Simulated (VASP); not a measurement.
# CsI (Pm-3m) in VASP: a series of runs

CsI is run at these levels: r2SCAN; tasks: single point, relaxation of cell and atoms.

Everything below comes from runs of VASP 6.6.1. Logs are shortened: lines on timing, memory, paths and dates and some standing lists are left out, and cuts for length are marked.

## 1. The cell of the first run

Symmetry: Pm-3m, No. 221, cubic system. Conventional cell: a = 4.600 Å, b = 4.600 Å, c = 4.600 Å, α = 90.00°, β = 90.00°, γ = 90.00°. Cs (site symmetry m-3m) has 8 I at 3.98 Å and 6 Cs at 4.60 Å within 5.2 Å. I (site symmetry m-3m) has 8 Cs at 3.98 Å and 6 I at 4.60 Å within 5.2 Å.

## 2. Single point, r2SCAN

Input file POSCAR:

```
CsI
1.0
    4.5995222125      0.0000000000      0.0000000000
    0.0000000000      4.5995222125      0.0000000000
    0.0000000000      0.0000000000      4.5995222125
Cs I
1 1
Direct
    0.0000000000      0.0000000000      0.0000000000
    0.5000000000      0.5000000000      0.5000000000
```

Input file INCAR.step1:

```
PREC = Accurate
ENCUT = 550
ISMEAR = 0
SIGMA = 0.02
LREAL = False
LASPH = True
NELM = 120
NBANDS = 15
GGA = PE
ALGO = Normal
EDIFF = 1E-5
LWAVE = True
LCHARG = False
GGA_COMPAT = False
```

Input file INCAR.step2:

```
PREC = Accurate
ENCUT = 550
EDIFF = 1E-6
ISMEAR = 0
SIGMA = 0.02
LREAL = False
LASPH = True
NELM = 120
ALGO = Normal
ISIF = 2
LWAVE = False
LCHARG = True
METAGGA = R2SCAN
LMIXTAU = True
LELF = True
LVHAR = True
NBANDS = 15
ISTART = 1
GGA_COMPAT = False
```

Input file KPOINTS:

```
Automatic mesh
0
Gamma
  6 6 6
```

Potentials or basis: VASP PAW PBE potentials, release 64 (Cs_sv, I).

Command:

```
$ cat potpaw_PBE.64/Cs_sv/POTCAR potpaw_PBE.64/I/POTCAR > POTCAR
$ cp INCAR.step1 INCAR
$ mpirun -np 1 vasp_std > vasp.out
$ cp INCAR.step2 INCAR
$ mpirun -np 1 vasp_std > vasp.out
```

OUTCAR:

```text
PREC = Accurate
   ENCUT = 550
   EDIFF = 1E-6
   ISMEAR = 0
   LREAL = False
   LASPH = True
   NELM = 120
   ISIF = 2
   METAGGA = R2SCAN
   ISTART = 1

 ion  position               nearest neighbor table
   1  0.000  0.000  0.000-
   2  0.500  0.500  0.500-

  LATTYP: Found a simple cubic cell.
 ALAT       =     4.5995222125

  Lattice vectors:

 A1 = (   4.5995222125,   0.0000000000,   0.0000000000)
 A2 = (   0.0000000000,   4.5995222125,   0.0000000000)
 A3 = (   0.0000000000,   0.0000000000,   4.5995222125)

Analysis of symmetry for initial positions (statically):
=====================================================================
 Subroutine PRICEL returns:
 Original cell was already a primitive cell.

 Routine SETGRP: Setting up the symmetry group for a
 simple cubic supercell.

 Subroutine GETGRP returns: Found 48 space group operations
 (whereof 48 operations were pure point group operations)
 out of a pool of 48 trial point group operations.

The static configuration has the point symmetry O_h .

Analysis of symmetry for dynamics (positions and initial velocities):
=====================================================================
 Subroutine PRICEL returns:
 Original cell was already a primitive cell.

 Routine SETGRP: Setting up the symmetry group for a
 simple cubic supercell.

 Subroutine GETGRP returns: Found 48 space group operations
 (whereof 48 operations were pure point group operations)
 out of a pool of 48 trial point group operations.

The dynamic configuration has the point symmetry O_h .

 Subroutine INISYM returns: Found 48 space group operations
 (whereof 48 operations are pure point group operations),
 and found     1 'primitive' translations

----------------------------------------------------------------------------------------

                                     Primitive cell

  volume of cell :      97.3057

  direct lattice vectors                    reciprocal lattice vectors
     4.599522213  0.000000000  0.000000000     0.217413886  0.000000000  0.000000000
     0.000000000  4.599522213  0.000000000     0.000000000  0.217413886  0.000000000
     0.000000000  0.000000000  4.599522213     0.000000000  0.000000000  0.217413886

  length of vectors
     4.599522213  4.599522213  4.599522213     0.217413886  0.217413886  0.217413886

  position of ions in fractional coordinates (direct lattice)
     0.000000000  0.000000000  0.000000000
     0.500000000  0.500000000  0.500000000

  ion indices of the primitive-cell ions
   primitive index   ion index
                 1           1
                 2           2

----------------------------------------------------------------------------------------

 KPOINTS: Automatic mesh

Automatic generation of k-mesh.
 Grid dimensions read from file:
 generate k-points for:    6    6    6

 Generating k-lattice:

  Cartesian coordinates                     Fractional coordinates (reciprocal lattice)
     0.036235648  0.000000000  0.000000000     0.166666667  0.000000000  0.000000000
     0.000000000  0.036235648  0.000000000     0.000000000  0.166666667  0.000000000
     0.000000000  0.000000000  0.036235648     0.000000000  0.000000000  0.166666667

  Length of vectors
     0.036235648  0.036235648  0.036235648

  Shift w.r.t. Gamma in fractional coordinates (k-lattice)
     0.000000000  0.000000000  0.000000000

 Subroutine IBZKPT returns following result:
 ===========================================

 Found     20 irreducible k-points:

 Following reciprocal coordinates:
            Coordinates               Weight
  0.000000  0.000000  0.000000      1.000000
  0.166667  0.000000  0.000000      6.000000
  0.333333  0.000000  0.000000      6.000000
  0.500000  0.000000  0.000000      3.000000
  0.166667  0.166667  0.000000     12.000000
  0.333333  0.166667  0.000000     24.000000
[... 12 lines left out ...]
  0.500000  0.500000  0.333333      6.000000
  0.500000  0.500000  0.500000      1.000000
   k-points           NKPTS =     20   k-points in BZ     NKDIM =     20   number of bands    NBANDS=     15
   number of dos      NEDOS =    301   number of ions     NIONS =      2
   total plane-waves  NPLWV =  46656
   dimension x,y,z NGX =    36 NGY =   36 NGZ =   36
   dimension x,y,z NGXF=    72 NGYF=   72 NGZF=   72
   ions per type =               1   1
   NGX,Y,Z   is equivalent  to a cutoff of  13.01, 13.01, 13.01 a.u.
   NGXF,Y,Z  is equivalent  to a cutoff of  26.02, 26.02, 26.02 a.u.
 SYSTEM =  unknown system
   PREC   = accura    normal or accurate (medium, high low for compatibility)
   ISTART =      1    job   : 0-new  1-cont  2-samecut
   ICHARG =      0    charge: 1-file 2-atom 10-const
   ISPIN  =      1    spin polarized calculation?
   LNONCOLLINEAR =      F non collinear calculations
   LSORBIT =      F    spin-orbit coupling
   LASPH  =      T    aspherical Exc in radial PAW
   ENCUT  =  550.0 eV  40.42 Ry    6.36 a.u.   8.80  8.80  8.80*2*pi/ulx,y,z
   NELM   =    120;   NELMIN=  2; NELMDL=  0     # of ELM steps
   EDIFF  = 0.1E-05   stopping-criterion for ELM
   LREAL  =      F    real-space projection
   EDIFFG = 0.1E-04   stopping-criterion for IOM
   NSW    =      0    number of steps for IOM
   IBRION =     -1    ionic relax: 0-MD 1-quasi-New 2-CG
   NFREE  =      0    steps in history (QN), initial steepest desc. (CG)
   ISIF   =      2    stress and relaxation
   ISYM   =      2    0-nonsym 1-usesym 2-fastsym
   POTIM  = 0.5000    time-step for ionic-motion
   TEBEG  =    0.0;   TEEND  =   0.0 temperature during run
   PSTRESS=    0.0 pullay stress
   NELECT =      16.0000    total number of electrons
   NUPDOWN=      -1.0000    fix difference up-down
   EMIN   =  10.00;   EMAX   =-10.00  energy-range for DOS
   EFERMI =   0.00;   METHOD = LEGACY
   ISMEAR =     0;   SIGMA  =   0.02  broadening in eV -4-tet -1-fermi 0-gaus
   EFERMI_NEDOS =   21; number of points for ismear=-14 and -15
   IALGO  =     38    algorithm
   IMIX   =      4    mixing-type and parameters
     AMIX     =   0.40;   BMIX     =  1.00
     AMIX_MAG =   1.60;   BMIX_MAG =  1.00
  volume/ion in A,a.u.               =      48.65       328.33
  Fermi-wavevector in a.u.,A,eV,Ry     =   0.896882  1.694862 10.944497  0.804398
  Thomas-Fermi vector in A             =   2.019397
   LORBIT       =      0    0 simple, 1 ext, 2 COOP (PROOUT), +10 PAW based schemes
   METAGGA = R2SCAN    functional components
   LHFCALC =     F    Hartree Fock is set to
   AEXX    =    0.0000 exact exchange contribution
   IVDW    =     0    specifies the selected vdW correction
   LEPSILON=     F    determine dielectric tensor
   LRPA    =     F    only Hartree local field effects (RPA)
 non-spin polarized calculation
 Gauss-broadening in eV      SIGMA  =   0.02
  energy-cutoff  :      550.00
  volume of cell :       97.31
 maximum number of plane-waves:      2897
 NGX is ok and might be reduce to    36
   NGX = 17   NGY = 17   NGZ = 17

 number of electron      16.0000003 magnetization

 Free energy of the ion-electron system (eV)
  ---------------------------------------------------
  ext. energy  EPLUGINS =         0.00000000
  ---------------------------------------------------
  free energy    TOTEN  =       -53.12549620 eV

  energy without entropy =      -53.12549620  energy(sigma->0) =      -53.12549620

 E-fermi :   0.5405     XC(G=0):  -8.0257

 val. band max:        0.3843283783   @ k =   0.5000   0.5000   0.0000
 cond. band min:       4.9037570549   @ k =   0.0000   0.0000   0.0000
 fundamental gap:      4.5194286766
 Fermi energy:         0.5404883285

 k-point     1 :       0.0000    0.0000    0.0000
  band No.  band energies     occupation
      1     -20.6046      2.00000
      2     -10.5483      2.00000
      3      -6.9349      2.00000
      4      -6.9349      2.00000
      5      -6.9349      2.00000
      6       0.2929      2.00000
      7       0.2929      2.00000
      8       0.2929      2.00000
      9       4.9038      0.00000
     10       5.0276      0.00000
     11       5.0276      0.00000
     12       8.7410      0.00000
     13       8.7410      0.00000
     14       8.7410      0.00000
     15      11.1051      0.00000

 k-point     2 :       0.1667    0.0000    0.0000
  band No.  band energies     occupation
      1     -20.5987      2.00000
      2     -10.5500      2.00000
      3      -6.9704      2.00000
      4      -6.9203      2.00000
      5      -6.9203      2.00000
      6      -0.1453      2.00000
      7       0.2600      2.00000
      8       0.2600      2.00000
      9       5.1958      0.00000
     10       5.4258      0.00000
     11       5.6663      0.00000
     12       8.6602      0.00000
     13       8.6602      0.00000
     14       8.8701      0.00000
     15       9.9486      0.00000

 k-point     3 :       0.3333    0.0000    0.0000
  band No.  band energies     occupation
      1     -20.5869      2.00000
      2     -10.5557      2.00000
      3      -7.0306      2.00000
      4      -6.8908      2.00000
      5      -6.8908      2.00000
      6      -0.8299      2.00000
      7       0.1919      2.00000
      8       0.1919      2.00000
      9       5.6566      0.00000
     10       6.5844      0.00000
     11       6.9701      0.00000
     12       8.4879      0.00000
     13       8.6898      0.00000
     14       8.6898      0.00000
     15       9.1917      0.00000
[... 271 lines left out ...]
 k-point    19 :       0.5000    0.5000    0.3333
  band No.  band energies     occupation
      1     -20.5447      2.00000
      2     -10.2979      2.00000
      3      -7.1989      2.00000
      4      -7.1989      2.00000
      5      -7.0925      2.00000
      6      -0.7830      2.00000
      7      -0.7830      2.00000
      8      -0.6208      2.00000
      9       6.9870      0.00000
     10       7.5947      0.00000
     11       7.5947      0.00000
     12       8.0600      0.00000
     13       9.4951      0.00000
     14       9.4951      0.00000
     15      10.6281      0.00000

 k-point    20 :       0.5000    0.5000    0.5000
  band No.  band energies     occupation
      1     -20.5397      2.00000
      2     -10.2707      2.00000
      3      -7.1721      2.00000
      4      -7.1721      2.00000
      5      -7.1721      2.00000
      6      -0.8825      2.00000
      7      -0.8825      2.00000
      8      -0.8825      2.00000
      9       8.0597      0.00000
     10       8.0597      0.00000
     11       8.0597      0.00000
     12       8.8132      0.00000
     13       8.8132      0.00000
     14       8.8132      0.00000
     15      10.6700      0.00000

------------------------ aborting loop because EDIFF is reached ----------------------------------------

  FORCE on cell =-STRESS in cart. coord.  units (eV):
  Direction    XX          YY          ZZ          XY          YZ          ZX
  --------------------------------------------------------------------------------------
  -------------------------------------------------------------------------------------
  Total        0.0743398      0.0743398      0.0743398     -0.0000000      0.0000000      0.0000000
  in kB        1.2240357      1.2240357      1.2240357     -0.0000000      0.0000000      0.0000000
  external PRESSURE =       1.2240357 kB  Pullay stress =       0.0000000 kB

 VOLUME and BASIS-vectors are now :
 -----------------------------------------------------------------------------
  energy-cutoff  :      550.00
  volume of cell :       97.31
      direct lattice vectors                 reciprocal lattice vectors
     4.599522213  0.000000000  0.000000000     0.217413886  0.000000000  0.000000000
     0.000000000  4.599522213  0.000000000     0.000000000  0.217413886  0.000000000
     0.000000000  0.000000000  4.599522213     0.000000000  0.000000000  0.217413886

 POSITION                                       TOTAL-FORCE (eV/Angst)
 -----------------------------------------------------------------------------------
      0.00000      0.00000      0.00000         0.000000      0.000000      0.000000
      2.29976      2.29976      2.29976         0.000000      0.000000      0.000000
 -----------------------------------------------------------------------------------
    total drift:                                0.000000      0.000000      0.000000

  FREE ENERGIE OF THE ION-ELECTRON SYSTEM (eV)
  ---------------------------------------------------
  free  energy   TOTEN  =       -53.1254961981 eV

  energy  without entropy=      -53.1254961981  energy(sigma->0) =      -53.12549620
```

It took 1.8 min on 1 thread of Intel Xeon 8259CL, shared host; peak memory 0.23 GiB.

Results:

```
Free energy            : -53.1255 eV
Pressure               : 0.1 GPa
Band gap on the k mesh : 4.52 eV (least direct gap 4.61 eV)
```

Levels at points of the mesh, in eV from the valence-band top:
| k point | band 4 | band 5 | band 6 | band 7 | band 8 | band 9 | band 10 | band 11 | band 12 | band 13 |
| --- | --- | --- | --- | --- | --- | --- | --- | --- | --- | --- |
| (0.00, 0.00, 0.00) | -7.32 | -7.32 | -0.09 | -0.09 | -0.09 | 4.52 | 4.64 | 4.64 | 8.36 | 8.36 |
| (0.50, 0.00, 0.00) | -7.26 | -7.26 | -1.50 | -0.23 | -0.23 | 5.66 | 7.05 | 7.25 | 7.36 | 8.49 |
| (0.50, 0.50, 0.00) | -7.66 | -7.22 | -0.86 | -0.86 | 0.00 | 4.76 | 5.51 | 6.67 | 6.67 | 10.13 |
| (0.50, 0.50, 0.50) | -7.56 | -7.56 | -1.27 | -1.27 | -1.27 | 7.68 | 7.68 | 7.68 | 8.43 | 8.43 |

Caveat: the PAW data sets were made with another functional, which shifts forces and pressure a little; spin-orbit coupling is left out, which moves the levels of the heavy elements. A k mesh can miss the band edges.

[end of part 1 of 2]
